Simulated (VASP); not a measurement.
# HfS2 (P-3m1) in VASP: a series of runs

The runs below take HfS2 through single point, with HSE06.

Everything below comes from runs of VASP 6.6.1. Logs are shortened: lines on timing, memory, paths and dates and some standing lists are left out, and cuts for length are marked.

## 1. The cell of the first run

Symmetry: P-3m1, No. 164, trigonal system. Conventional cell: a = 3.630 Å, b = 3.630 Å, c = 6.113 Å, α = 90.00°, β = 90.00°, γ = 120.00°. Hf (site symmetry -3m) has 6 S at 2.54 Å within 3.4 Å. S (site symmetry 3m) has 3 Hf at 2.54 Å within 3.4 Å.

## 2. Single point, HSE06 (uniaxial z strain +4.0%)

Contents of POSCAR:

```
HfS2
1.0
    3.6302959563      0.0000000000      0.0000000000
   -1.8151479781      3.1439285214      0.0000000000
    0.0000000000      0.0000000000      6.1134924800
Hf S
1 2
Direct
    0.0000000000      0.0000000000      0.0000000000
    0.3333333333      0.6666666667      0.2359339485
    0.6666666667      0.3333333333      0.7640660515
```

Contents of INCAR.step1:

```
SYSTEM = HfS2
  PREC = Accurate
  ENCUT = 400
  EDIFF = 1E-5
  ISMEAR = 0
  SIGMA = 0.01
  LREAL = .FALSE.
  LASPH = .TRUE.
  NELM = 120
  ALGO = Normal
  ISIF = 2
  LWAVE = .TRUE.
  GGA = PE
  NBANDS = 18
  GGA_COMPAT = .FALSE.
```

Contents of INCAR.step2:

```
SYSTEM = HfS2
  PREC = Accurate
  ENCUT = 400
  EDIFF = 1E-6
  ISMEAR = 0
  SIGMA = 0.01
  LREAL = .FALSE.
  LASPH = .TRUE.
  NELM = 120
  ALGO = Normal
  ISIF = 2
  LWAVE = .FALSE.
  LCHARG = .TRUE.
  GGA = PE
  LHFCALC = .TRUE.
  HFSCREEN = 0.2079
  PRECFOCK = Normal
  LELF = .TRUE.
  LVHAR = .TRUE.
  ISTART = 1
  NBANDS = 18
  GGA_COMPAT = .FALSE.
```

Contents of KPOINTS:

```
Automatic mesh
0
G
  6 6 4
  0 0 0
```

Potentials or basis: VASP PAW PBE potentials, release 64 (Hf_pv, S).

On the command line:

```
$ cat potpaw_PBE.64/Hf_pv/POTCAR potpaw_PBE.64/S/POTCAR > POTCAR
$ cp INCAR.step1 INCAR
$ mpirun -np 1 vasp_std > vasp.out
$ cp INCAR.step2 INCAR
$ mpirun -np 1 vasp_std > vasp.out
```

OUTCAR:

```text
SYSTEM = HfS2
   PREC = Accurate
   ENCUT = 400
   EDIFF = 1E-6
   ISMEAR = 0
   LREAL = .FALSE.
   LASPH = .TRUE.
   NELM = 120
   ISIF = 2
   GGA = PE
   LHFCALC = .TRUE.
   HFSCREEN = 0.2079
   PRECFOCK = Normal
   ISTART = 1

 ion  position               nearest neighbor table
   1  0.000  0.000  0.000-   2 2.54   3 2.54   2 2.54   3 2.54   3 2.54   2 2.54
   2  0.333  0.667  0.236-   1 2.54   1 2.54   1 2.54
   3  0.667  0.333  0.764-   1 2.54   1 2.54   1 2.54

  LATTYP: Found a hexagonal cell.
 ALAT       =     3.6302959563
 C/A-ratio  =     1.6840204087

  Lattice vectors:

 A1 = (   3.6302959563,   0.0000000000,   0.0000000000)
 A2 = (  -1.8151479781,   3.1439285214,   0.0000000000)
 A3 = (   0.0000000000,   0.0000000000,   6.1134924800)

Analysis of symmetry for initial positions (statically):
=====================================================================
 Subroutine PRICEL returns:
 Original cell was already a primitive cell.

 Routine SETGRP: Setting up the symmetry group for a
 hexagonal supercell.

 Subroutine GETGRP returns: Found 12 space group operations
 (whereof 12 operations were pure point group operations)
 out of a pool of 24 trial point group operations.

The static configuration has the point symmetry D_3d.

Analysis of symmetry for dynamics (positions and initial velocities):
=====================================================================
 Subroutine PRICEL returns:
 Original cell was already a primitive cell.

 Routine SETGRP: Setting up the symmetry group for a
 hexagonal supercell.

 Subroutine GETGRP returns: Found 12 space group operations
 (whereof 12 operations were pure point group operations)
 out of a pool of 24 trial point group operations.

The dynamic configuration has the point symmetry D_3d.

 Subroutine INISYM returns: Found 12 space group operations
 (whereof 12 operations are pure point group operations),
 and found     1 'primitive' translations

----------------------------------------------------------------------------------------

                                     Primitive cell

  volume of cell :      69.7757

  direct lattice vectors                    reciprocal lattice vectors
[... 90 lines left out ...]
   EDIFFG = 0.1E-04   stopping-criterion for IOM
   NSW    =      0    number of steps for IOM
   IBRION =     -1    ionic relax: 0-MD 1-quasi-New 2-CG
   NFREE  =      0    steps in history (QN), initial steepest desc. (CG)
   ISIF   =      2    stress and relaxation
   ISYM   =      3    0-nonsym 1-usesym 2-fastsym
   POTIM  = 0.5000    time-step for ionic-motion
   TEBEG  =    0.0;   TEEND  =   0.0 temperature during run
   PSTRESS=    0.0 pullay stress
   NELECT =      22.0000    total number of electrons
   NUPDOWN=      -1.0000    fix difference up-down
   EMIN   =  10.00;   EMAX   =-10.00  energy-range for DOS
   EFERMI =   0.00;   METHOD = LEGACY
   ISMEAR =     0;   SIGMA  =   0.01  broadening in eV -4-tet -1-fermi 0-gaus
   EFERMI_NEDOS =   21; number of points for ismear=-14 and -15
   IALGO  =     38    algorithm
   IMIX   =      1    mixing-type and parameters
     AMIX     =   0.40;   BMIX     =  1.00
     AMIX_MAG =   1.60;   BMIX_MAG =  1.00
  volume/ion in A,a.u.               =      23.26       156.96
  Fermi-wavevector in a.u.,A,eV,Ry     =   1.114246  2.105619 16.892230  1.241544
  Thomas-Fermi vector in A             =   2.250839
   LORBIT       =      0    0 simple, 1 ext, 2 COOP (PROOUT), +10 PAW based schemes
   GGA     = PE    functional components
   LHFCALC =     T    Hartree Fock is set to
   PRECFOCK=normal    Normal, Fast or Accurate (Low or Medium for compatibility)
   ENCUT4O =  -1.0   cutoff for four orbital integrals eV
   NKREDX  =     1    reduce k-point grid by
   NKREDY  =     1    reduce k-point grid by
   NKREDZ  =     1    reduce k-point grid by
   AEXX    =    0.2500 exact exchange contribution
   HFSCREEN=    0.2079 screening length (either q_TF or 0.3 A-1)
   HFSCREENC=   0.2079 screening length for correlation (either q_TF or 0.3 A-1)
   ENCUTFOCK=  -1.0 apply spherical cutoff to Coloumb kernel
   IVDW    =     0    specifies the selected vdW correction
   LEPSILON=     F    determine dielectric tensor
   LRPA    =     F    only Hartree local field effects (RPA)
 non-spin polarized calculation
 Gauss-broadening in eV      SIGMA  =   0.01
  energy-cutoff  :      400.00
  volume of cell :       69.78
 maximum number of plane-waves:      1290
  NGX = 18; NGY = 18; NGZ = 30

 number of electron      22.0000007 magnetization

 Free energy of the ion-electron system (eV)
  ---------------------------------------------------
  ext. energy  EPLUGINS =         0.00000000
  ---------------------------------------------------
  free energy    TOTEN  =       -26.95404215 eV

  energy without entropy =      -26.95404215  energy(sigma->0) =      -26.95404215

 E-fermi :   2.3993     XC(G=0):  -7.8064

 val. band max:        2.2488152726   @ k =   0.0000   0.0000   0.0000
 cond. band min:       4.2179784551   @ k =   0.5000  -0.0000   0.5000
 fundamental gap:      1.9691631825
 Fermi energy:         2.3992507803

 k-point     1 :       0.0000    0.0000    0.0000
  band No.  band energies     occupation
      1     -30.4869      2.00000
      2     -30.3519      2.00000
      3     -30.3519      2.00000
      4     -12.0725      2.00000
      5     -10.2928      2.00000
      6      -2.7419      2.00000
[... 481 lines left out ...]
      5     -10.3732      2.00000
      6      -1.7927      2.00000
[... 10 lines left out ...]
     17      11.7126      0.00000
     18      12.2627      0.00000

------------------------ aborting loop because EDIFF is reached ----------------------------------------

  FORCE on cell =-STRESS in cart. coord.  units (eV):
  Direction    XX          YY          ZZ          XY          YZ          ZX
  --------------------------------------------------------------------------------------
  -------------------------------------------------------------------------------------
  Total       -0.2051446     -0.2051446     -0.2564425     -0.0000000      0.0000000      0.0000000
  in kB       -4.7104947     -4.7104947     -5.8883885     -0.0000000      0.0000000      0.0000000
  external PRESSURE =      -5.1031260 kB  Pullay stress =       0.0000000 kB

 VOLUME and BASIS-vectors are now :
 -----------------------------------------------------------------------------
  energy-cutoff  :      400.00
  volume of cell :       69.78
      direct lattice vectors                 reciprocal lattice vectors
     3.630295956  0.000000000  0.000000000     0.275459635  0.159036695  0.000000000
    -1.815147978  3.143928521  0.000000000     0.000000000  0.318073389  0.000000000
     0.000000000  0.000000000  6.113492480     0.000000000  0.000000000  0.163572623

 POSITION                                       TOTAL-FORCE (eV/Angst)
 -----------------------------------------------------------------------------------
      0.00000      0.00000      0.00000         0.000000      0.000000      0.000000
     -0.00000      2.09595      1.44238         0.000000     -0.000000     -0.198936
      1.81515      1.04798      4.67111        -0.000000      0.000000      0.198936
 -----------------------------------------------------------------------------------
    total drift:                                0.000000      0.000000      0.000014

  FREE ENERGIE OF THE ION-ELECTRON SYSTEM (eV)
  ---------------------------------------------------
  free  energy   TOTEN  =       -26.9540421469 eV

  energy  without entropy=      -26.9540421469  energy(sigma->0) =      -26.95404215
```

OSZICAR.step1:

```text
N       E                     dE             d eps       ncg     rms          rms(c)
DAV:   1     0.821086001075E+02    0.82109E+02   -0.95322E+03   872   0.882E+02
DAV:   2    -0.197411550362E+02   -0.10185E+03   -0.99039E+02  1182   0.214E+02
DAV:   3    -0.246723117329E+02   -0.49312E+01   -0.49135E+01  1108   0.421E+01
DAV:   4    -0.247356487066E+02   -0.63337E-01   -0.63295E-01  1202   0.557E+00
DAV:   5    -0.247369202855E+02   -0.12716E-02   -0.12715E-02  1116   0.732E-01    0.492E+01
DAV:   6    -0.230022749833E+02    0.17346E+01   -0.42305E+00   970   0.100E+01    0.365E+01
DAV:   7    -0.229682053071E+02    0.34070E-01   -0.16467E+00  1004   0.723E+00    0.363E+00
DAV:   8    -0.229064770455E+02    0.61728E-01   -0.27664E-01   914   0.290E+00    0.179E+00
DAV:   9    -0.229033382258E+02    0.31388E-02   -0.27974E-02  1066   0.974E-01    0.716E-01
DAV:  10    -0.229034664320E+02   -0.12821E-03   -0.33406E-03  1032   0.295E-01    0.420E-01
DAV:  11    -0.229035418270E+02   -0.75395E-04   -0.12096E-04  1104   0.756E-02    0.991E-02
DAV:  12    -0.229035476214E+02   -0.57944E-05   -0.25351E-05   920   0.274E-02
   1 F= -.22903548E+02 E0= -.22903548E+02  d E =-.107184E-15
```

Run time: 43 min. Hardware: 1 thread of Intel Xeon Platinum 8259CL at 2.50GHz (Skylake/Cascade Lake), shared host; peak memory 0.28 GiB.

Results:

* Free energy: -26.9540 eV
* Pressure: -0.5 GPa
* Largest force: 0.199 eV/Å
* Band gap on the k mesh: 1.97 eV (least direct gap 2.90 eV)

Forces on the atoms (eV/Å):
```
Hf   0.000  0.000  0.000
S    0.000  0.000 -0.199
S    0.000  0.000  0.199
```

Stress tensor (GPa, compression positive):
```
-0.47  0.00  0.00
 0.00 -0.47  0.00
 0.00  0.00 -0.59
```

Caveat: the cell differs from its parent crystal (uniaxial z strain +4.0%); the PAW data sets were made with another functional, which shifts forces and pressure a little; spin-orbit coupling is left out, which moves the levels of the heavy elements; this functional lacks dispersion, which binds the layers, so the pressure and a relaxed spacing across them are unreliable. A k mesh can miss the band edges.

## 3. Single point, HSE06

This run uses another cell than the first one, of 22.36 Å³/atom.

Contents of POSCAR:

```
HfS2
1.0
    3.6302959563      0.0000000000      0.0000000000
   -1.8151479781      3.1439285214      0.0000000000
    0.0000000000      0.0000000000      5.8783581538
Hf S
1 2
Direct
    0.0000000000      0.0000000000      0.0000000000
    0.3333333333      0.6666666667      0.2446279711
    0.6666666667      0.3333333333      0.7553720289
```

Contents of INCAR.step1:

```
ALGO = Normal
EDIFF = 1E-5
ENCUT = 400
GGA = PE
GGA_COMPAT = False
ISIF = 2
ISMEAR = 0
LASPH = True
LCHARG = False
LREAL = False
LWAVE = True
NBANDS = 18
NELM = 120
PREC = Accurate
SIGMA = 0.01
```

Contents of INCAR.step2:

```
ALGO = Normal
EDIFF = 1E-6
ENCUT = 400
GGA = PE
GGA_COMPAT = False
HFSCREEN = 0.2079
ISIF = 2
ISMEAR = 0
ISTART = 1
LASPH = True
LCHARG = False
LHFCALC = True
LREAL = False
LWAVE = False
NBANDS = 18
NELM = 120
PREC = Accurate
PRECFOCK = Normal
SIGMA = 0.01
```

Contents of KPOINTS:

```
k-points
0
Gamma
  6 6 4
```

Potentials or basis: VASP PAW PBE potentials, release 64 (Hf_pv, S).

On the command line:

```
$ cat potpaw_PBE.64/Hf_pv/POTCAR potpaw_PBE.64/S/POTCAR > POTCAR
$ cp INCAR.step1 INCAR
$ mpirun -np 1 vasp_std > vasp.out
$ cp INCAR.step2 INCAR
$ mpirun -np 1 vasp_std > vasp.out
```

Wall time 70 min (1 thread of Intel Xeon Platinum 8175M at 2.50GHz (Skylake/Cascade Lake), shared host); peak memory 0.28 GiB.

The run converged. Its results:

* Free energy: -26.9347 eV
* Pressure: -0.1 GPa
* Largest force: 0.200 eV/Å
* Band gap on the k mesh: 1.85 eV (least direct gap 2.80 eV)

Forces in eV/Å, atoms in the order of the input:
```
Hf   0.000  0.000  0.000
S    0.000  0.000 -0.200
S    0.000  0.000  0.200
```

Stress tensor (GPa, compression positive):
```
-0.27  0.00  0.00
 0.00 -0.27  0.00
 0.00  0.00  0.39
```

Levels at points of the mesh, in eV from the valence-band top:
```
           k point  band 8  band 9  band 10  band 11  band 12  band 13  band 14  band 15
(0.00, 0.00, 0.00)   -3.13   -0.12    -0.12     0.00     2.85     2.85     3.57     6.42
(0.50, 0.00, 0.00)   -2.78   -2.75    -2.20    -1.53     1.98     5.11     5.12     7.38
(0.00, 0.00, 0.50)   -3.08   -1.99    -0.26    -0.26     2.80     2.80     3.84     6.89
(0.50, 0.00, 0.50)   -2.96   -2.61    -1.26    -1.03     1.85     5.08     5.18     6.63
```

Caveat: the PAW data sets were made with another functional, which shifts forces and pressure a little; spin-orbit coupling is left out, which moves the levels of the heavy elements; this functional lacks dispersion, which binds the layers, so the pressure and a relaxed spacing across them are unreliable.
